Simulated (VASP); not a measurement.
# W (Fm-3m) in VASP: a series of runs

W is run at these levels: PBEsol; tasks: single point, relaxation of cell and atoms.

All numbers are computed with VASP 6.6.1; they aren't measurements. Logs are shortened: lines on timing, memory, paths and dates and some standing lists are left out, and cuts for length are marked.

**1. The cell of the first run**

Symmetry: Fm-3m, No. 225, cubic system. Conventional cell: a = 3.998 Å, b = 3.998 Å, c = 3.998 Å, α = 90.00°, β = 90.00°, γ = 90.00°. W (site symmetry m-3m) has 12 W at 2.83 Å within 3.7 Å.

This isn't the form of W at room conditions, which is bcc.

**2. Single point, PBEsol**

Contents of INCAR:

```
SYSTEM = W
PREC     = Accurate       ! precision mode
ENCUT    = 500            ! plane-wave cutoff, eV
EDIFF    = 1E-6           ! SCF threshold, eV
ISMEAR   = 0              ! smearing method
SIGMA    = 0.1            ! smearing width, eV
LREAL    = .False.        ! projectors in reciprocal space
LASPH    = .True.         ! aspherical terms in the spheres
NELM     = 120            ! most SCF steps
ALGO     = Normal         ! electronic algorithm
ISIF     = 2              ! what is computed and relaxed
LWAVE    = .False.        ! write WAVECAR
LCHARG   = .True.         ! write CHGCAR
GGA      = PS             ! functional
LELF     = .True.         ! ELF
LVHAR    = .True.       
NBANDS   = 13             ! bands
GGA_COMPAT= .False.
```

Contents of KPOINTS:

```
regular mesh
0
Gamma
  18 18 18
  0 0 0
```

Contents of POSCAR:

```
W
1.0
    0.0000000000      1.9989957657      1.9989957657
    1.9989957657      0.0000000000      1.9989957657
    1.9989957657      1.9989957657      0.0000000000
W
1
Direct
    0.0000000000      0.0000000000      0.0000000000
```

Potentials or basis: VASP PAW PBE potentials, release 64 (W_sv).

Started as:

```console
$ cat potpaw_PBE.64/W_sv/POTCAR > POTCAR
$ mpirun -np 1 vasp_std > vasp.out
```

OUTCAR:

```text
SYSTEM = W
   PREC = Accurate
   ENCUT = 500
   EDIFF = 1E-6
   ISMEAR = 0
   LREAL = .False.
   LASPH = .True.
   NELM = 120
   ISIF = 2
   GGA = PS

 ion  position               nearest neighbor table
   1  0.000  0.000  0.000-

  LATTYP: Found a face centered cubic cell.
 ALAT       =     3.9979915314

  Lattice vectors:

 A1 = (   0.0000000000,   1.9989957657,   1.9989957657)
 A2 = (   1.9989957657,   0.0000000000,   1.9989957657)
 A3 = (   1.9989957657,   1.9989957657,   0.0000000000)

Analysis of symmetry for initial positions (statically):
=====================================================================
 Subroutine PRICEL returns:
 Original cell was already a primitive cell.

 Routine SETGRP: Setting up the symmetry group for a
 face centered cubic supercell.

 Subroutine GETGRP returns: Found 48 space group operations
 (whereof 48 operations were pure point group operations)
 out of a pool of 48 trial point group operations.

The static configuration has the point symmetry O_h .

Analysis of symmetry for dynamics (positions and initial velocities):
=====================================================================
 Subroutine PRICEL returns:
 Original cell was already a primitive cell.

 Routine SETGRP: Setting up the symmetry group for a
 face centered cubic supercell.

 Subroutine GETGRP returns: Found 48 space group operations
 (whereof 48 operations were pure point group operations)
 out of a pool of 48 trial point group operations.

The dynamic configuration has the point symmetry O_h .

 Subroutine INISYM returns: Found 48 space group operations
 (whereof 48 operations are pure point group operations),
 and found     1 'primitive' translations

----------------------------------------------------------------------------------------

                                     Primitive cell

  volume of cell :      15.9759

  direct lattice vectors                    reciprocal lattice vectors
     0.000000000  1.998995766  1.998995766    -0.250125592  0.250125592  0.250125592
     1.998995766  0.000000000  1.998995766     0.250125592 -0.250125592  0.250125592
     1.998995766  1.998995766  0.000000000     0.250125592  0.250125592 -0.250125592

  length of vectors
     2.827006923  2.827006923  2.827006923     0.433230234  0.433230234  0.433230234

  position of ions in fractional coordinates (direct lattice)
     0.000000000  0.000000000  0.000000000

  ion indices of the primitive-cell ions
   primitive index   ion index
                 1           1

----------------------------------------------------------------------------------------

 KPOINTS: regular mesh

Automatic generation of k-mesh.
 Grid dimensions read from file:
 generate k-points for:   18   18   18

 Generating k-lattice:

  Cartesian coordinates                     Fractional coordinates (reciprocal lattice)
    -0.013895866  0.013895866  0.013895866     0.055555556  0.000000000  0.000000000
     0.013895866 -0.013895866  0.013895866     0.000000000  0.055555556  0.000000000
     0.013895866  0.013895866 -0.013895866     0.000000000  0.000000000  0.055555556

  Length of vectors
     0.024068346  0.024068346  0.024068346

  Shift w.r.t. Gamma in fractional coordinates (k-lattice)
     0.000000000  0.000000000  0.000000000

 Subroutine IBZKPT returns following result:
 ===========================================

 Found    195 irreducible k-points:

 Following reciprocal coordinates:
            Coordinates               Weight
  0.000000  0.000000  0.000000      1.000000
  0.055556  0.000000  0.000000      8.000000
  0.111111  0.000000  0.000000      8.000000
  0.166667  0.000000  0.000000      8.000000
  0.222222  0.000000  0.000000      8.000000
  0.277778  0.000000  0.000000      8.000000
[... 16 lines left out ...]
 -0.277778  0.055556  0.000000     24.000000
 -0.222222  0.055556  0.000000     24.000000
 [... further k-points ...]
   k-points           NKPTS =    195   k-points in BZ     NKDIM =    195   number of bands    NBANDS=     13
   number of dos      NEDOS =    301   number of ions     NIONS =      1
   total plane-waves  NPLWV =  13824
   dimension x,y,z NGX =    24 NGY =   24 NGZ =   24
   dimension x,y,z NGXF=    48 NGYF=   48 NGZF=   48
   ions per type =               1
   NGX,Y,Z   is equivalent  to a cutoff of  14.11, 14.11, 14.11 a.u.
   NGXF,Y,Z  is equivalent  to a cutoff of  28.23, 28.23, 28.23 a.u.
 SYSTEM =  W
   PREC   = accura    normal or accurate (medium, high low for compatibility)
   ISTART =      0    job   : 0-new  1-cont  2-samecut
   ICHARG =      2    charge: 1-file 2-atom 10-const
   ISPIN  =      1    spin polarized calculation?
   LNONCOLLINEAR =      F non collinear calculations
   LSORBIT =      F    spin-orbit coupling
   LASPH  =      T    aspherical Exc in radial PAW
   ENCUT  =  500.0 eV  36.75 Ry    6.06 a.u.   5.15  5.15  5.15*2*pi/ulx,y,z
   NELM   =    120;   NELMIN=  2; NELMDL= -5     # of ELM steps
   EDIFF  = 0.1E-05   stopping-criterion for ELM
   LREAL  =      F    real-space projection
   EDIFFG = 0.1E-04   stopping-criterion for IOM
   NSW    =      0    number of steps for IOM
   IBRION =     -1    ionic relax: 0-MD 1-quasi-New 2-CG
   NFREE  =      0    steps in history (QN), initial steepest desc. (CG)
   ISIF   =      2    stress and relaxation
   ISYM   =      2    0-nonsym 1-usesym 2-fastsym
   POTIM  = 0.5000    time-step for ionic-motion
   TEBEG  =    0.0;   TEEND  =   0.0 temperature during run
   PSTRESS=    0.0 pullay stress
   NELECT =      14.0000    total number of electrons
   NUPDOWN=      -1.0000    fix difference up-down
   EMIN   =  10.00;   EMAX   =-10.00  energy-range for DOS
   EFERMI =   0.00;   METHOD = LEGACY
   ISMEAR =     0;   SIGMA  =   0.10  broadening in eV -4-tet -1-fermi 0-gaus
   EFERMI_NEDOS =   21; number of points for ismear=-14 and -15
   IALGO  =     38    algorithm
   IMIX   =      4    mixing-type and parameters
     AMIX     =   0.40;   BMIX     =  1.00
     AMIX_MAG =   1.60;   BMIX_MAG =  1.00
  volume/ion in A,a.u.               =      15.98       107.81
  Fermi-wavevector in a.u.,A,eV,Ry     =   1.566615  2.960473 33.392545  2.454283
  Thomas-Fermi vector in A             =   2.668917
   LORBIT       =      0    0 simple, 1 ext, 2 COOP (PROOUT), +10 PAW based schemes
   GGA     = PS    functional components
   LHFCALC =     F    Hartree Fock is set to
   AEXX    =    0.0000 exact exchange contribution
   IVDW    =     0    specifies the selected vdW correction
   LEPSILON=     F    determine dielectric tensor
   LRPA    =     F    only Hartree local field effects (RPA)
 non-spin polarized calculation
 Gauss-broadening in eV      SIGMA  =   0.10
  energy-cutoff  :      500.00
  volume of cell :       15.98
 maximum number of plane-waves:       419
 NGX is ok and might be reduce to    24
   NGX = 11   NGY = 11   NGZ = 11

 number of electron      14.0000000 magnetization

 Free energy of the ion-electron system (eV)
  ---------------------------------------------------
  ext. energy  EPLUGINS =         0.00000000
  ---------------------------------------------------
  free energy    TOTEN  =       -13.31315571 eV

  energy without entropy =      -13.30665831  energy(sigma->0) =      -13.30990701

 E-fermi :  10.6758     XC(G=0): -13.7071

 val. band max:       10.6706866502   @ k =   0.3889   0.1111   0.0000
 cond. band min:      10.6778247362   @ k =  -0.4444   0.3333   0.0000
 fundamental gap:      0.0071380860
 Fermi energy:        10.6757638716

 k-point     1 :       0.0000    0.0000    0.0000
  band No.  band energies     occupation
      1     -62.8902      2.00000
      2     -26.4803      2.00000
      3     -26.4803      2.00000
      4     -26.4803      2.00000
      5       1.5438      2.00000
      6      10.0938      2.00000
      7      10.0938      2.00000
      8      10.0938      2.00000
      9      13.3328      0.00000
     10      13.3328      0.00000
     11      23.5505      0.00000
     12      28.8652      0.00000
     13      28.8652      0.00000

 k-point     2 :       0.0556    0.0000    0.0000
  band No.  band energies     occupation
      1     -62.8866      2.00000
      2     -26.5213      2.00000
      3     -26.4855      2.00000
      4     -26.4855      2.00000
      5       1.6847      2.00000
      6       9.9832      2.00000
      7      10.1603      2.00000
      8      10.1603      2.00000
      9      13.2697      0.00000
     10      13.2697      0.00000
     11      23.8357      0.00000
     12      28.2423      0.00000
     13      29.1304      0.00000

 k-point     3 :       0.1111    0.0000    0.0000
  band No.  band energies     occupation
      1     -62.8762      2.00000
      2     -26.6380      2.00000
      3     -26.5003      2.00000
      4     -26.5003      2.00000
      5       2.0916      2.00000
      6       9.6988      2.00000
      7      10.3336      2.00000
      8      10.3336      2.00000
      9      13.1275      0.00000
     10      13.1275      0.00000
     11      24.5986      0.00000
     12      27.0771      0.00000
     13      29.8989      0.00000
[... 305 lines left out ...]
 k-point    23 :      -0.2778    0.0556    0.0000
  band No.  band energies     occupation
      1     -62.8107      2.00000
      2     -27.3106      2.00000
      3     -26.6332      2.00000
      4     -26.5767      2.00000
      5       4.4625      2.00000
      6       9.1146      2.00000
      7      10.3086      2.00000
      8      10.4810      1.99411
      9      13.4148      0.00000
     10      14.5390      0.00000
     11      23.3552      0.00000
     12      27.6249      0.00000
     13      32.4759      0.00000

 k-point    24 :      -0.2222    0.0556    0.0000
  band No.  band energies     occupation
      1     -62.8312      2.00000
      2     -27.1014      2.00000
      3     -26.6030      2.00000
      4     -26.5468      2.00000
      5       3.8146      2.00000
      6       8.9789      2.00000
      7      10.5148      1.97718
      8      10.6674      1.09421
      9      12.8231      0.00000
     10      13.8991      0.00000
     11      24.2406      0.00000
     12      27.8247      0.00000
     13      32.0868      0.00000

 [... further k-points ...]

------------------------ aborting loop because EDIFF is reached ----------------------------------------

  FORCE on cell =-STRESS in cart. coord.  units (eV):
  Direction    XX          YY          ZZ          XY          YZ          ZX
  --------------------------------------------------------------------------------------
  -------------------------------------------------------------------------------------
  Total        0.0663500      0.0663500      0.0663500      0.0000000      0.0000000      0.0000000
  in kB        6.6540506      6.6540506      6.6540506      0.0000000      0.0000000      0.0000000
  external PRESSURE =       6.6540506 kB  Pullay stress =       0.0000000 kB

 VOLUME and BASIS-vectors are now :
 -----------------------------------------------------------------------------
  energy-cutoff  :      500.00
  volume of cell :       15.98
      direct lattice vectors                 reciprocal lattice vectors
     0.000000000  1.998995766  1.998995766    -0.250125592  0.250125592  0.250125592
     1.998995766  0.000000000  1.998995766     0.250125592 -0.250125592  0.250125592
     1.998995766  1.998995766  0.000000000     0.250125592  0.250125592 -0.250125592

 POSITION                                       TOTAL-FORCE (eV/Angst)
 -----------------------------------------------------------------------------------
      0.00000      0.00000      0.00000        -0.000000     -0.000000     -0.000000
 -----------------------------------------------------------------------------------
    total drift:                               -0.000000      0.000000      0.000000

  FREE ENERGIE OF THE ION-ELECTRON SYSTEM (eV)
  ---------------------------------------------------
  free  energy   TOTEN  =       -13.3131557068 eV

  energy  without entropy=      -13.3066583052  energy(sigma->0) =      -13.30990701
```

Wall time 11 s (1 thread of Intel Xeon 6975P-C (Granite Rapids), shared host); peak memory 0.16 GiB.

What came out:

| Property | Result |
| --- | --- |
| Free energy | -13.3132 eV |
| Pressure | 0.7 GPa |
| Band gap on the k mesh | zero (bands 7 and 8 overlap by 3.82 eV) |

Caveat: the PAW data sets were made with another functional, which shifts forces and pressure a little; spin-orbit coupling is left out, which moves the levels of the heavy elements.

**3. Relaxation of cell and atoms, PBEsol**

Contents of INCAR:

```
SYSTEM = W
PREC = Accurate
ENCUT = 500
EDIFF = 1E-7
ISMEAR = 0
SIGMA = 0.1
LREAL = .FALSE.
LASPH = .TRUE.
NELM = 120
ALGO = Normal
ISIF = 3
LWAVE = .FALSE.
LCHARG = .FALSE.
GGA = PS
IBRION = 2
NSW = 100
EDIFFG = -0.005
GGA_COMPAT = .FALSE.
NELMIN = 4
```

Contents of KPOINTS:

```
regular mesh
0
G
  18 18 18
  0 0 0
```

Contents of POSCAR:

```
W
1.0
    0.0000000000      2.0000870955      2.0000870955
    2.0000870955      0.0000000000      2.0000870955
    2.0000870955      2.0000870955      0.0000000000
W
1
Direct
    0.0000000000      0.0000000000      0.0000000000
```

Potentials or basis: VASP PAW PBE potentials, release 64 (W_sv).

Started as:

```console
$ cat potpaw_PBE.64/W_sv/POTCAR > POTCAR
$ mpirun -np 1 vasp_std > vasp.out
```

Run time: 20 s. Hardware: 1 thread of Intel Xeon 6975P-C (Granite Rapids), shared host; peak memory 0.17 GiB.

Results (log left out):

```yaml
Free_energy: -13.3132 eV
Relaxed_volume: 16.01 Å³/atom
Relaxed_cell: a = 2.829 Å, b = 2.829 Å, c = 2.829 Å, α = 60.00°, β = 60.00°, γ = 60.00°
Space_group_after_relaxing_to_0.1_Å: Fm-3m (No. 225)
Energy_gained_by_relaxing: 0.0 meV/atom
Ionic_steps: 3
Pressure_after_relaxing: 0.0 GPa
Band_gap_on_the_k_mesh: zero (bands 7 and 8 overlap by 3.80 eV)
```

Final structure:
```
W
1.0
     0.00000    2.00044    2.00044
     2.00044    0.00000    2.00044
     2.00044    2.00044    0.00000
W
1
Direct
  0.00000 0.00000 0.00000
```

Levels at points of the mesh, in eV from the Fermi level:
```
           k point  band 4  band 5  band 6  band 7  band 8  band 9  band 10  band 11
(0.00, 0.00, 0.00)  -37.16   -9.12   -0.58   -0.58   -0.58    2.65     2.65    12.87
(0.50, 0.00, 0.00)  -37.33   -5.73   -0.82   -0.82    0.74    5.24     5.24    10.67
(0.50, 0.50, 0.00)  -37.62   -5.66   -4.66    3.22    5.19    6.01     6.01    11.97
```

Caveat: the PAW data sets were made with another functional, which shifts forces and pressure a little; spin-orbit coupling is left out, which moves the levels of the heavy elements.
